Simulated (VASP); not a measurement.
# InSb (I-4m2) in VASP: a series of runs

The runs below take InSb through single point, with PBEsol.

Program: VASP 6.6.1. These are calculated values, not measurements. Logs are shortened: lines on timing, memory, paths and dates and some standing lists are left out, and cuts for length are marked.

**1. The cell of the first run**

Symmetry: I-4m2, No. 119, tetragonal system. Conventional cell: a = 4.581 Å, b = 4.581 Å, c = 6.316 Å, α = 90.00°, β = 90.00°, γ = 90.00°. In (site symmetry -4m2) has 4 Sb at 2.78 Å within 3.7 Å. Sb (site symmetry -4m2) has 4 In at 2.78 Å within 3.7 Å.

**2. Single point, PBEsol (strain -0.0250 x Voigt [1, 0, 0, 0, 0, 0])**

Contents of INCAR:

```
ALGO = Normal ; EDIFF = 1E-6
ENCUT = 520 ; GGA = PS
ISIF = 2 ; ISMEAR = 0
LASPH = T ; LCHARG = T
LELF = T ; LREAL = F
LVHAR = T ; LWAVE = F
NBANDS = 16 ; NELM = 60
PREC = Accurate ; SIGMA = 0.15
```

Contents of KPOINTS:

```
k-points
0
Gamma
  12 12 12
```

Contents of POSCAR:

```
InSb
1.0
    0.0000000000      3.2391000000      3.2391000000
    3.1581225000      0.0000000000      3.2391000000
    3.1581225000      3.2391000000      0.0000000000
In Sb
1 1
Direct
    0.0000000000      0.0000000000      0.0000000000
    0.7500000000      0.7500000000      0.7500000000
```

Potentials or basis: VASP PAW PBE potentials, release 64 (In_d, Sb).

Command:

```sh
$ cat potpaw_PBE.64/In_d/POTCAR potpaw_PBE.64/Sb/POTCAR > POTCAR
$ mpirun -np 1 vasp_std > vasp.out
```

OUTCAR:

```text
EDIFF = 1E-6
   ENCUT = 520
   GGA = PS
   ISIF = 2
   ISMEAR = 0
   LASPH = T
   LREAL = F
   NELM = 60
   PREC = Accurate

 ion  position               nearest neighbor table
   1  0.000  0.000  0.000-   2 2.78   2 2.78   2 2.78   2 2.78
   2  0.750  0.750  0.750-   1 2.78   1 2.78   1 2.78   1 2.78

  LATTYP: Found a body centered tetragonal cell.
 ALAT       =     4.5807791499
 C/A-ratio  =     1.3788582233

  Lattice vectors:

 A1 = (  -3.1581225000,   0.0000000000,  -3.2391000000)
 A2 = (  -3.1581225000,   0.0000000000,   3.2391000000)
 A3 = (   3.1581225000,   3.2391000000,   0.0000000000)

Analysis of symmetry for initial positions (statically):
=====================================================================
 Subroutine PRICEL returns:
 Original cell was already a primitive cell.

 Routine SETGRP: Setting up the symmetry group for a
 body centered tetragonal supercell.

 Subroutine GETGRP returns: Found  8 space group operations
 (whereof  8 operations were pure point group operations)
 out of a pool of 16 trial point group operations.

The static configuration has the point symmetry D_2d.

Analysis of symmetry for dynamics (positions and initial velocities):
=====================================================================
 Subroutine PRICEL returns:
 Original cell was already a primitive cell.

 Routine SETGRP: Setting up the symmetry group for a
 body centered tetragonal supercell.

 Subroutine GETGRP returns: Found  8 space group operations
 (whereof  8 operations were pure point group operations)
 out of a pool of 16 trial point group operations.

The dynamic configuration has the point symmetry D_2d.

 Subroutine INISYM returns: Found  8 space group operations
 (whereof  8 operations are pure point group operations),
 and found     1 'primitive' translations

----------------------------------------------------------------------------------------

                                     Primitive cell

  volume of cell :      66.2686

  direct lattice vectors                    reciprocal lattice vectors
     0.000000000  3.239100000  3.239100000    -0.158321914  0.154363867  0.154363867
     3.158122500  0.000000000  3.239100000     0.158321914 -0.154363867  0.154363867
     3.158122500  3.239100000  0.000000000     0.158321914  0.154363867 -0.154363867

  length of vectors
     4.580779150  4.523881799  4.523881799     0.269670605  0.269670605  0.269670605

  position of ions in fractional coordinates (direct lattice)
     0.000000000  0.000000000  0.000000000
     0.750000000  0.750000000  0.750000000

  ion indices of the primitive-cell ions
   primitive index   ion index
                 1           1
                 2           2

----------------------------------------------------------------------------------------

 KPOINTS: k-points

Automatic generation of k-mesh.
 Grid dimensions read from file:
 generate k-points for:   12   12   12

 Generating k-lattice:

  Cartesian coordinates                     Fractional coordinates (reciprocal lattice)
    -0.013193493  0.012863656  0.012863656     0.083333333  0.000000000  0.000000000
     0.013193493 -0.012863656  0.012863656     0.000000000  0.083333333 -0.000000000
     0.013193493  0.012863656 -0.012863656     0.000000000 -0.000000000  0.083333333

  Length of vectors
     0.022472550  0.022472550  0.022472550

  Shift w.r.t. Gamma in fractional coordinates (k-lattice)
     0.000000000  0.000000000  0.000000000

 Subroutine IBZKPT returns following result:
 ===========================================

 Found    163 irreducible k-points:

 Following reciprocal coordinates:
            Coordinates               Weight
  0.000000  0.000000  0.000000      1.000000
  0.083333  0.000000  0.000000      8.000000
  0.166667  0.000000  0.000000      8.000000
  0.250000  0.000000  0.000000      8.000000
  0.333333  0.000000  0.000000      8.000000
  0.416667 -0.000000 -0.000000      8.000000
[... 16 lines left out ...]
  0.500000  0.166667 -0.000000     16.000000
 -0.416667  0.166667  0.000000     16.000000
 [... further k-points ...]
   k-points           NKPTS =    163   k-points in BZ     NKDIM =    163   number of bands    NBANDS=     16
   number of dos      NEDOS =    301   number of ions     NIONS =      2
   total plane-waves  NPLWV =  46656
   dimension x,y,z NGX =    36 NGY =   36 NGZ =   36
   dimension x,y,z NGXF=    72 NGYF=   72 NGZF=   72
   ions per type =               1   1
   NGX,Y,Z   is equivalent  to a cutoff of  13.07, 13.23, 13.23 a.u.
   NGXF,Y,Z  is equivalent  to a cutoff of  26.13, 26.46, 26.46 a.u.
 SYSTEM =  unknown system
   PREC   = accura    normal or accurate (medium, high low for compatibility)
   ISTART =      0    job   : 0-new  1-cont  2-samecut
   ICHARG =      2    charge: 1-file 2-atom 10-const
   ISPIN  =      1    spin polarized calculation?
   LNONCOLLINEAR =      F non collinear calculations
   LSORBIT =      F    spin-orbit coupling
   LASPH  =      T    aspherical Exc in radial PAW
   ENCUT  =  520.0 eV  38.22 Ry    6.18 a.u.   8.52  8.41  8.41*2*pi/ulx,y,z
   NELM   =     60;   NELMIN=  2; NELMDL= -5     # of ELM steps
   EDIFF  = 0.1E-05   stopping-criterion for ELM
   LREAL  =      F    real-space projection
   EDIFFG = 0.1E-04   stopping-criterion for IOM
   NSW    =      0    number of steps for IOM
   IBRION =     -1    ionic relax: 0-MD 1-quasi-New 2-CG
   NFREE  =      0    steps in history (QN), initial steepest desc. (CG)
   ISIF   =      2    stress and relaxation
   ISYM   =      2    0-nonsym 1-usesym 2-fastsym
   POTIM  = 0.5000    time-step for ionic-motion
   TEBEG  =    0.0;   TEEND  =   0.0 temperature during run
   PSTRESS=    0.0 pullay stress
   NELECT =      18.0000    total number of electrons
   NUPDOWN=      -1.0000    fix difference up-down
   EMIN   =  10.00;   EMAX   =-10.00  energy-range for DOS
   EFERMI =   0.00;   METHOD = LEGACY
   ISMEAR =     0;   SIGMA  =   0.15  broadening in eV -4-tet -1-fermi 0-gaus
   EFERMI_NEDOS =   21; number of points for ismear=-14 and -15
   IALGO  =     38    algorithm
   IMIX   =      4    mixing-type and parameters
     AMIX     =   0.40;   BMIX     =  1.00
     AMIX_MAG =   1.60;   BMIX_MAG =  1.00
  volume/ion in A,a.u.               =      33.13       223.60
  Fermi-wavevector in a.u.,A,eV,Ry     =   1.060221  2.003527 15.293884  1.124069
  Thomas-Fermi vector in A             =   2.195594
   LORBIT       =      0    0 simple, 1 ext, 2 COOP (PROOUT), +10 PAW based schemes
   GGA     = PS    functional components
   LHFCALC =     F    Hartree Fock is set to
   AEXX    =    0.0000 exact exchange contribution
   IVDW    =     0    specifies the selected vdW correction
   LEPSILON=     F    determine dielectric tensor
   LRPA    =     F    only Hartree local field effects (RPA)
 non-spin polarized calculation
 Gauss-broadening in eV      SIGMA  =   0.15
  energy-cutoff  :      520.00
  volume of cell :       66.27
 maximum number of plane-waves:      1811
 NGX is ok and might be reduce to    36
   NGX = 17   NGY = 17   NGZ = 17

 number of electron      17.9999997 magnetization

 Free energy of the ion-electron system (eV)
  ---------------------------------------------------
  ext. energy  EPLUGINS =         0.00000000
  ---------------------------------------------------
  free energy    TOTEN  =        -7.67885708 eV

  energy without entropy =       -7.67862803  energy(sigma->0) =       -7.67874255

 E-fermi :   5.3635     XC(G=0):  -8.9800

 val. band max:        5.3203719609   @ k =   0.0000   0.0000   0.0000
 cond. band min:       5.7461591496   @ k =   0.5000   0.0000   0.0000
 fundamental gap:      0.4257871887
 Fermi energy:         5.3634927935

 k-point     1 :       0.0000    0.0000    0.0000
  band No.  band energies     occupation
      1      -9.3638      2.00000
      2      -9.3638      2.00000
      3      -9.3590      2.00000
      4      -9.2695      2.00000
      5      -9.2669      2.00000
      6      -5.6782      2.00000
[... 8 lines left out ...]
     15      13.3840      0.00000
     16      13.7450      0.00000

 k-point     2 :       0.0833    0.0000    0.0000
  band No.  band energies     occupation
      1      -9.3665      2.00000
      2      -9.3621      2.00000
      3      -9.3584      2.00000
      4      -9.2698      2.00000
      5      -9.2669      2.00000
      6      -5.6119      2.00000
[... 8 lines left out ...]
     15      12.8368      0.00000
     16      13.0814      0.00000

 k-point     3 :       0.1667    0.0000    0.0000
  band No.  band energies     occupation
      1      -9.3764      2.00000
      2      -9.3576      2.00000
      3      -9.3545      2.00000
      4      -9.2702      2.00000
      5      -9.2670      2.00000
      6      -5.4181      2.00000
[... 8 lines left out ...]
     15      12.4315      0.00000
     16      12.6344      0.00000

 k-point     4 :       0.2500    0.0000    0.0000
  band No.  band energies     occupation
      1      -9.3901      2.00000
      2      -9.3520      2.00000
      3      -9.3490      2.00000
      4      -9.2704      2.00000
      5      -9.2665      2.00000
      6      -5.1141      2.00000
[... 8 lines left out ...]
     15      12.4668      0.00000
     16      12.5808      0.00000

 k-point     5 :       0.3333    0.0000    0.0000
  band No.  band energies     occupation
      1      -9.4037      2.00000
      2      -9.3470      2.00000
      3      -9.3440      2.00000
      4      -9.2700      2.00000
      5      -9.2654      2.00000
      6      -4.7410      2.00000
[... 8 lines left out ...]
     15      12.9757      0.00000
     16      12.9920      0.00000

 k-point     6 :       0.4167   -0.0000   -0.0000
  band No.  band energies     occupation
      1      -9.4135      2.00000
      2      -9.3438      2.00000
      3      -9.3408      2.00000
      4      -9.2693      2.00000
      5      -9.2642      2.00000
      6      -4.3915      2.00000
[... 8 lines left out ...]
     15      13.7551      0.00000
     16      13.8589      0.00000

 k-point     7 :       0.5000    0.0000    0.0000
  band No.  band energies     occupation
      1      -9.4170      2.00000
      2      -9.3427      2.00000
      3      -9.3397      2.00000
      4      -9.2689      2.00000
      5      -9.2636      2.00000
      6      -4.2361      2.00000
[... 8 lines left out ...]
     15      14.3772      0.00000
     16      14.5488      0.00000

 k-point     8 :       0.0833    0.0833    0.0000
  band No.  band energies     occupation
      1      -9.3705      2.00000
      2      -9.3604      2.00000
      3      -9.3560      2.00000
      4      -9.2696      2.00000
      5      -9.2672      2.00000
      6      -5.5910      2.00000
[... 8 lines left out ...]
     15      12.2187      0.00000
     16      13.6954      0.00000

 k-point     9 :       0.1667    0.0833    0.0000
  band No.  band energies     occupation
      1      -9.3789      2.00000
      2      -9.3564      2.00000
      3      -9.3524      2.00000
      4      -9.2703      2.00000
      5      -9.2671      2.00000
      6      -5.4406      2.00000
[... 8 lines left out ...]
     15      12.1004      0.00000
     16      13.2808      0.00000
[... 172 lines left out ...]
 k-point    19 :       0.1667    0.1667    0.0000
  band No.  band energies     occupation
      1      -9.3882      2.00000
      2      -9.3512      2.00000
      3      -9.3477      2.00000
      4      -9.2722      2.00000
      5      -9.2662      2.00000
      6      -5.3349      2.00000
[... 8 lines left out ...]
     15      12.5301      0.00000
     16      13.9102      0.00000

 k-point    20 :       0.2500    0.1667   -0.0000
  band No.  band energies     occupation
      1      -9.3993      2.00000
      2      -9.3455      2.00000
      3      -9.3425      2.00000
      4      -9.2740      2.00000
      5      -9.2654      2.00000
      6      -5.1093      2.00000
[... 8 lines left out ...]
     15      13.2420      0.00000
     16      13.8022      0.00000

 k-point    21 :       0.3333    0.1667    0.0000
  band No.  band energies     occupation
      1      -9.4100      2.00000
      2      -9.3411      2.00000
      3      -9.3376      2.00000
      4      -9.2747      2.00000
      5      -9.2648      2.00000
      6      -4.7867      2.00000
[... 8 lines left out ...]
     15      13.4928      0.00000
     16      13.9780      0.00000

 k-point    22 :       0.4167    0.1667   -0.0000
  band No.  band energies     occupation
      1      -9.4185      2.00000
      2      -9.3385      2.00000
      3      -9.3340      2.00000
      4      -9.2738      2.00000
      5      -9.2647      2.00000
      6      -4.4207      2.00000
[... 8 lines left out ...]
     15      13.8327      0.00000
     16      14.5147      0.00000

 k-point    23 :       0.5000    0.1667   -0.0000
  band No.  band energies     occupation
      1      -9.4232      2.00000
      2      -9.3374      2.00000
      3      -9.3326      2.00000
      4      -9.2720      2.00000
      5      -9.2654      2.00000
      6      -4.1268      2.00000
[... 8 lines left out ...]
     15      14.1930      0.00000
     16      14.5731      0.00000

 k-point    24 :      -0.4167    0.1667    0.0000
  band No.  band energies     occupation
      1      -9.4228      2.00000
      2      -9.3376      2.00000
      3      -9.3337      2.00000
      4      -9.2708      2.00000
      5      -9.2662      2.00000
      6      -4.0751      2.00000
[... 8 lines left out ...]
     15      13.5098      0.00000
     16      13.7568      0.00000

 [... further k-points ...]

------------------------ aborting loop because EDIFF is reached ----------------------------------------

  FORCE on cell =-STRESS in cart. coord.  units (eV):
  Direction    XX          YY          ZZ          XY          YZ          ZX
  --------------------------------------------------------------------------------------
  -------------------------------------------------------------------------------------
  Total        1.0513061      0.7834199      0.7834199      0.0000000      0.0000000      0.0000000
  in kB       25.4174555     18.9407649     18.9407649      0.0000000      0.0000000      0.0000000
  external PRESSURE =      21.0996617 kB  Pullay stress =       0.0000000 kB

 VOLUME and BASIS-vectors are now :
 -----------------------------------------------------------------------------
  energy-cutoff  :      520.00
  volume of cell :       66.27
      direct lattice vectors                 reciprocal lattice vectors
     0.000000000  3.239100000  3.239100000    -0.158321914  0.154363867  0.154363867
     3.158122500  0.000000000  3.239100000     0.158321914 -0.154363867  0.154363867
     3.158122500  3.239100000  0.000000000     0.158321914  0.154363867 -0.154363867

 POSITION                                       TOTAL-FORCE (eV/Angst)
 -----------------------------------------------------------------------------------
      0.00000      0.00000      0.00000        -0.000000      0.000000      0.000000
      4.73718      4.85865      4.85865         0.000000      0.000000     -0.000000
 -----------------------------------------------------------------------------------
    total drift:                                0.000000      0.000000      0.000000

  FREE ENERGIE OF THE ION-ELECTRON SYSTEM (eV)
  ---------------------------------------------------
  free  energy   TOTEN  =        -7.6788570773 eV

  energy  without entropy=       -7.6786280273  energy(sigma->0) =       -7.67874255
```

Run time: 4 min. Hardware: 1 thread of Intel Xeon 8259CL, shared host; peak memory 0.33 GiB.

What came out:

* Free energy: -7.6789 eV
* Pressure: 2.1 GPa

Caveat: the cell differs from its parent crystal (strain -0.0250 x Voigt [1, 0, 0, 0, 0, 0]); the PAW data sets were made with another functional, which shifts forces and pressure a little; spin-orbit coupling is left out, which moves the levels of the heavy elements.

(Continued in part 2 of 2.)
